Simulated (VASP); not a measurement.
# ZrGa2S2 (P-6m2) in VASP: relaxation of cell and atoms with PBE

Aim: the relaxation of cell and atoms of ZrGa2S2 with PBE.

All numbers are computed with VASP 6.6.1; they aren't measurements. Logs are shortened: lines on timing, memory, paths and dates and some standing lists are left out, and cuts for length are marked.

## 1. The cell of the first run

It takes space group P-6m2 (No. 187, hexagonal). Conventional cell: a = 4.615 Å, b = 4.615 Å, c = 5.403 Å, α = 90.00°, β = 90.00°, γ = 120.00°. Zr (site symmetry -6m2) has 5 S at 2.66 to 2.70 Å and 6 Ga at 3.05 Å within 3.5 Å. Ga (site symmetry 3m) has 2 Ga at 2.42 to 2.98 Å and 6 S at 2.93 to 3.05 Å and 3 Zr at 3.05 Å within 3.2 Å. S (site symmetry -6m2) has 2 Zr at 2.70 Å and 6 Ga at 2.93 Å within 3.6 Å. Within 3.5 Å of S (site symmetry -6m2) lie 3 Zr at 2.66 Å and 6 Ga at 3.05 Å.

The cell was generated, and may not be a known phase.

## 2. Relaxation of cell and atoms, PBE

The input, INCAR:

```
PREC = Accurate
ENCUT = 600
EDIFF = 1E-7
ISMEAR = 0
SIGMA = 0.1
LREAL = False
LASPH = True
NELM = 80
ALGO = Normal
ISIF = 3
LWAVE = False
LCHARG = False
GGA = PE
IBRION = 2
NSW = 100
EDIFFG = -0.01
```

The input, KPOINTS:

```
regular mesh
0
Gamma
  12 12 8
```

The input, POSCAR:

```
ZrGa2S2
1.0
    4.6148896941     -0.0000000032      0.0000000000
   -2.3074448443      3.9966117124      0.0000000000
    0.0000000000      0.0000000000      5.4029447883
Zr Ga S
1 2 2
Direct
    0.6666666667      0.3333333333      0.0000000000
    0.0000000000      0.0000000000      0.7239985692
    0.0000000000      0.0000000000      0.2760014308
    0.6666666667      0.3333333333      0.5000000000
    0.3333333333      0.6666666667      0.0000000000
```

Potentials or basis: VASP PAW PBE potentials, release 64 (Zr_sv, Ga_d, S).

Run with:

```sh
$ cat potpaw_PBE.64/Zr_sv/POTCAR potpaw_PBE.64/Ga_d/POTCAR potpaw_PBE.64/S/POTCAR > POTCAR
$ mpirun -np 1 vasp_std > vasp.out
```

OUTCAR:

```text
PREC = Accurate
   ENCUT = 600
   EDIFF = 1E-7
   ISMEAR = 0
   LREAL = False
   LASPH = True
   NELM = 80
   ISIF = 3
   GGA = PE
   IBRION = 2
   NSW = 100
   EDIFFG = -0.01

 ion  position               nearest neighbor table
   1  0.667  0.333  0.000-   5 2.66   5 2.66   5 2.66   4 2.70   4 2.70   2 3.05   3 3.05   2 3.05
                             3 3.05   2 3.05   3 3.05
   2  0.000  0.000  0.724-   3 2.42   1 3.05   1 3.05   1 3.05
   3  0.000  0.000  0.276-   2 2.42   1 3.05   1 3.05   1 3.05
   4  0.667  0.333  0.500-   1 2.70   1 2.70
   5  0.333  0.667  0.000-   1 2.66   1 2.66   1 2.66

  LATTYP: Found a hexagonal cell.
 ALAT       =     4.6148896941
 C/A-ratio  =     1.1707635819

  Lattice vectors:

 A1 = (   4.6148896941,  -0.0000000032,   0.0000000000)
 A2 = (  -2.3074448443,   3.9966117124,   0.0000000000)
 A3 = (   0.0000000000,   0.0000000000,   5.4029447883)

Analysis of symmetry for initial positions (statically):
=====================================================================
 Subroutine PRICEL returns:
 Original cell was already a primitive cell.

 Routine SETGRP: Setting up the symmetry group for a
 hexagonal supercell.

 Subroutine GETGRP returns: Found 12 space group operations
 (whereof 12 operations were pure point group operations)
 out of a pool of 24 trial point group operations.

The static configuration has the point symmetry D_3h.

Analysis of symmetry for dynamics (positions and initial velocities):
=====================================================================
 Subroutine PRICEL returns:
 Original cell was already a primitive cell.

 Routine SETGRP: Setting up the symmetry group for a
 hexagonal supercell.

 Subroutine GETGRP returns: Found 12 space group operations
 (whereof 12 operations were pure point group operations)
 out of a pool of 24 trial point group operations.

The dynamic configuration has the point symmetry D_3h.

 Subroutine INISYM returns: Found 12 space group operations
 (whereof 12 operations are pure point group operations),
 and found     1 'primitive' translations

----------------------------------------------------------------------------------------

                                     Primitive cell

  volume of cell :      99.6515

  direct lattice vectors                    reciprocal lattice vectors
     4.614889694 -0.000000003  0.000000000     0.216689903  0.125105974  0.000000000
    -2.307444844  3.996611712  0.000000000     0.000000000  0.250211948  0.000000000
     0.000000000  0.000000000  5.402944788     0.000000000  0.000000000  0.185084253

  length of vectors
     4.614889694  4.614889694  5.402944788     0.250211948  0.250211948  0.185084253

  position of ions in fractional coordinates (direct lattice)
     0.666666667  0.333333333  0.000000000
     0.000000000  0.000000000  0.723998569
     0.000000000  0.000000000  0.276001431
     0.666666667  0.333333333  0.500000000
     0.333333333  0.666666667  0.000000000

  ion indices of the primitive-cell ions
   primitive index   ion index
                 1           1
                 2           2
                 3           3
                 4           4
                 5           5

----------------------------------------------------------------------------------------

 KPOINTS: regular mesh

Automatic generation of k-mesh.
 Grid dimensions read from file:
 generate k-points for:   12   12    8

 Generating k-lattice:

  Cartesian coordinates                     Fractional coordinates (reciprocal lattice)
     0.018057492  0.010425498  0.000000000     0.083333333  0.000000000  0.000000000
     0.000000000  0.020850996  0.000000000     0.000000000  0.083333333  0.000000000
     0.000000000  0.000000000  0.023135532     0.000000000  0.000000000  0.125000000

  Length of vectors
     0.020850996  0.020850996  0.023135532

  Shift w.r.t. Gamma in fractional coordinates (k-lattice)
     0.000000000  0.000000000  0.000000000

 Subroutine IBZKPT returns following result:
 ===========================================

 Found     95 irreducible k-points:

 Following reciprocal coordinates:
            Coordinates               Weight
  0.000000  0.000000  0.000000      1.000000
  0.083333  0.000000  0.000000      6.000000
  0.166667  0.000000  0.000000      6.000000
  0.250000  0.000000  0.000000      6.000000
  0.333333  0.000000  0.000000      6.000000
  0.416667  0.000000  0.000000      6.000000
[... 16 lines left out ...]
  0.250000  0.000000  0.125000     12.000000
  0.333333  0.000000  0.125000     12.000000
 [... further k-points ...]
   k-points           NKPTS =     95   k-points in BZ     NKDIM =     95   number of bands    NBANDS=     30
   number of dos      NEDOS =    301   number of ions     NIONS =      5
   total plane-waves  NPLWV =  76800
   dimension x,y,z NGX =    40 NGY =   40 NGZ =   48
   dimension x,y,z NGXF=    80 NGYF=   80 NGZF=   96
   ions per type =               1   2   2
   NGX,Y,Z   is equivalent  to a cutoff of  14.41, 14.41, 14.77 a.u.
   NGXF,Y,Z  is equivalent  to a cutoff of  28.82, 28.82, 29.54 a.u.
 SYSTEM =  unknown system
   PREC   = accura    normal or accurate (medium, high low for compatibility)
   ISTART =      0    job   : 0-new  1-cont  2-samecut
   ICHARG =      2    charge: 1-file 2-atom 10-const
   ISPIN  =      1    spin polarized calculation?
   LNONCOLLINEAR =      F non collinear calculations
   LSORBIT =      F    spin-orbit coupling
   LASPH  =      T    aspherical Exc in radial PAW
   ENCUT  =  600.0 eV  44.10 Ry    6.64 a.u.   9.22  9.22 10.79*2*pi/ulx,y,z
   NELM   =     80;   NELMIN=  2; NELMDL= -5     # of ELM steps
   EDIFF  = 0.1E-06   stopping-criterion for ELM
   LREAL  =      F    real-space projection
   EDIFFG = -.1E-01   stopping-criterion for IOM
   NSW    =    100    number of steps for IOM
   IBRION =      2    ionic relax: 0-MD 1-quasi-New 2-CG
   NFREE  =      1    steps in history (QN), initial steepest desc. (CG)
   ISIF   =      3    stress and relaxation
   ISYM   =      2    0-nonsym 1-usesym 2-fastsym
   POTIM  = 0.5000    time-step for ionic-motion
   TEBEG  =    0.0;   TEEND  =   0.0 temperature during run
   PSTRESS=    0.0 pullay stress
   NELECT =      50.0000    total number of electrons
   NUPDOWN=      -1.0000    fix difference up-down
   EMIN   =  10.00;   EMAX   =-10.00  energy-range for DOS
   EFERMI =   0.00;   METHOD = LEGACY
   ISMEAR =     0;   SIGMA  =   0.10  broadening in eV -4-tet -1-fermi 0-gaus
   EFERMI_NEDOS =   21; number of points for ismear=-14 and -15
   IALGO  =     38    algorithm
   IMIX   =      4    mixing-type and parameters
     AMIX     =   0.40;   BMIX     =  1.00
     AMIX_MAG =   1.60;   BMIX_MAG =  1.00
  volume/ion in A,a.u.               =      19.93       134.50
  Fermi-wavevector in a.u.,A,eV,Ry     =   1.300879  2.458305 23.024950  1.692286
  Thomas-Fermi vector in A             =   2.432049
   LORBIT       =      0    0 simple, 1 ext, 2 COOP (PROOUT), +10 PAW based schemes
   GGA     = PE    functional components
   LHFCALC =     F    Hartree Fock is set to
   AEXX    =    0.0000 exact exchange contribution
   IVDW    =     0    specifies the selected vdW correction
   LEPSILON=     F    determine dielectric tensor
   LRPA    =     F    only Hartree local field effects (RPA)
 conjugate gradient relaxation of ions
 non-spin polarized calculation
 Gauss-broadening in eV      SIGMA  =   0.10
  energy-cutoff  :      600.00
  volume of cell :       99.65
 maximum number of plane-waves:      3351
 NGX is ok and might be reduce to    40
   NGX = 19   NGY = 19   NGZ = 21

--------------------------------------- Ionic step        1  -------------------------------------------

 number of electron      49.9999989 magnetization

 Free energy of the ion-electron system (eV)
  ---------------------------------------------------
  ext. energy  EPLUGINS =         0.00000000
  ---------------------------------------------------
  free energy    TOTEN  =       -24.92878718 eV

  energy without entropy =      -24.91222016  energy(sigma->0) =      -24.92050367

------------------------ aborting loop because EDIFF is reached ----------------------------------------

  FORCE on cell =-STRESS in cart. coord.  units (eV):
  Direction    XX          YY          ZZ          XY          YZ          ZX
  --------------------------------------------------------------------------------------
  -------------------------------------------------------------------------------------
  Total        0.0846358      0.0846358     -0.0220907     -0.0000000      0.0000000     -0.0000000
  in kB        1.3607573      1.3607573     -0.3551707     -0.0000000      0.0000000     -0.0000000
  external PRESSURE =       0.7887813 kB  Pullay stress =       0.0000000 kB
[... 98 lines left out ...]
  FREE ENERGIE OF THE ION-ELECTRON SYSTEM (eV)
  ---------------------------------------------------
  free  energy   TOTEN  =       -24.9289242081 eV

  energy  without entropy=      -24.9120375230  energy(sigma->0) =      -24.92048087

[... ionic steps 4 to 15 ...]

--------------------------------------- Ionic step       16  -------------------------------------------

 number of electron      50.0000002 magnetization

------------------------ aborting loop because EDIFF is reached ----------------------------------------

  FORCE on cell =-STRESS in cart. coord.  units (eV):
  Direction    XX          YY          ZZ          XY          YZ          ZX
  --------------------------------------------------------------------------------------
  -------------------------------------------------------------------------------------
  Total        0.0389604      0.0389604     -0.0893873     -0.0000000      0.0000000      0.0000000
  in kB        0.6230586      0.6230586     -1.4294888     -0.0000000      0.0000000      0.0000000
  external PRESSURE =      -0.0611239 kB  Pullay stress =       0.0000000 kB
[... 63 lines left out ...]
  energy  without entropy=      -24.9095809173  energy(sigma->0) =      -24.91995255

--------------------------------------- Ionic step       18  -------------------------------------------

 number of electron      50.0000000 magnetization

 Free energy of the ion-electron system (eV)
  ---------------------------------------------------
  ext. energy  EPLUGINS =         0.00000000
  ---------------------------------------------------
  free energy    TOTEN  =       -24.93041227 eV

  energy without entropy =      -24.90972355  energy(sigma->0) =      -24.92006791

 E-fermi :   6.5197     XC(G=0): -10.4222

 val. band max:        6.5100937188   @ k =   0.2500   0.0000   0.2500
 cond. band min:       6.5204766408   @ k =   0.3333   0.0833   0.3750
 fundamental gap:      0.0103829220
 Fermi energy:         6.5196701837

 k-point     1 :       0.0000    0.0000    0.0000
  band No.  band energies     occupation
      1     -43.1948      2.00000
      2     -21.2584      2.00000
      3     -21.2584      2.00000
      4     -21.2360      2.00000
      5      -8.8165      2.00000
      6      -8.6313      2.00000
[... 781 lines left out ...]
     29       8.4406      0.00000
     30       9.1229      0.00000

 [... further k-points ...]

------------------------ aborting loop because EDIFF is reached ----------------------------------------

  FORCE on cell =-STRESS in cart. coord.  units (eV):
  Direction    XX          YY          ZZ          XY          YZ          ZX
  --------------------------------------------------------------------------------------
  -------------------------------------------------------------------------------------
  Total        0.0179935      0.0179935      0.0184864     -0.0000000     -0.0000000     -0.0000000
  in kB        0.2878112      0.2878112      0.2956964     -0.0000000     -0.0000000     -0.0000000
  external PRESSURE =       0.2904396 kB  Pullay stress =       0.0000000 kB
[... 20 lines left out ...]
  FREE ENERGIE OF THE ION-ELECTRON SYSTEM (eV)
  ---------------------------------------------------
  free  energy   TOTEN  =       -24.9304122676 eV

  energy  without entropy=      -24.9097235492  energy(sigma->0) =      -24.92006791

 reached required accuracy - stopping structural energy minimisation
```

Wall time 65 min (1 thread of Intel Xeon 8259CL, shared host); peak memory 0.52 GiB.

Results:

```
Free energy                           : -24.9304 eV
Relaxed volume                        : 20.03 Å³/atom
Relaxed cell                          : a = 4.678 Å, b = 4.678 Å, c = 5.286 Å, α = 90.00°, β = 90.00°, γ = 120.00°
Space group after relaxing (to 0.1 Å) : P-6m2 (No. 187)
Energy gained by relaxing             : 0.3 meV/atom
Ionic steps                           : 18
Pressure after relaxing               : 0.0 GPa
Band gap on the k mesh                : zero (bands 25 and 26 overlap by 1.98 eV)
```

The path:
| step | energy change (eV) | largest force (eV/Å) | pressure (GPa) | volume (Å³) |
| --- | --- | --- | --- | --- |
| 1 | 0.0000 | 0.0109 | 0.08 | 99.65 |
| 2 | -0.0001 | 0.0123 | -0.01 | 99.79 |
| 3 | -0.0001 | 0.0134 | -0.08 | 99.89 |
| 4 | -0.0002 | 0.0168 | -0.07 | 99.88 |
| 5 | -0.0004 | 0.0276 | -0.02 | 99.85 |
| 6 | -0.0005 | 0.0524 | 0.09 | 99.78 |
| 7 | -0.0006 | 0.0480 | 0.08 | 99.80 |
| 8 | -0.0007 | 0.0353 | 0.07 | 99.84 |
| 9 | -0.0009 | 0.0124 | 0.04 | 99.92 |
| 10 | -0.0013 | 0.0314 | 0.01 | 100.08 |
| 11 | 0.0011 | 0.1635 | -0.03 | 100.39 |
| 12 | -0.0014 | 0.0367 | 0.00 | 100.11 |
| 13 | -0.0014 | 0.0522 | -0.01 | 100.15 |
| 14 | -0.0014 | 0.0474 | 0.00 | 100.14 |
| 15 | -0.0015 | 0.0501 | -0.01 | 100.18 |
| 16 | -0.0015 | 0.0504 | -0.01 | 100.19 |
| 17 | -0.0015 | 0.0374 | 0.01 | 100.18 |
| 18 | -0.0016 | 0.0007 | 0.03 | 100.17 |

Final structure:
```cif
data_structure
_symmetry_space_group_name_H-M 'P 1'
_symmetry_Int_Tables_number 1
_cell_length_a 4.6777
_cell_length_b 4.6777
_cell_length_c 5.2859
_cell_angle_alpha 90.000
_cell_angle_beta 90.000
_cell_angle_gamma 120.000
_cell_volume 100.17
loop_
_atom_site_label
_atom_site_type_symbol
_atom_site_fract_x
_atom_site_fract_y
_atom_site_fract_z
_atom_site_occupancy
Zr1 Zr 0.66667 0.33333 0.00000 1
Ga1 Ga 0.00000 0.00000 0.72970 1
Ga2 Ga 0.00000 0.00000 0.27030 1
S1 S 0.66667 0.33333 0.50000 1
S2 S 0.33333 0.66667 0.00000 1
```
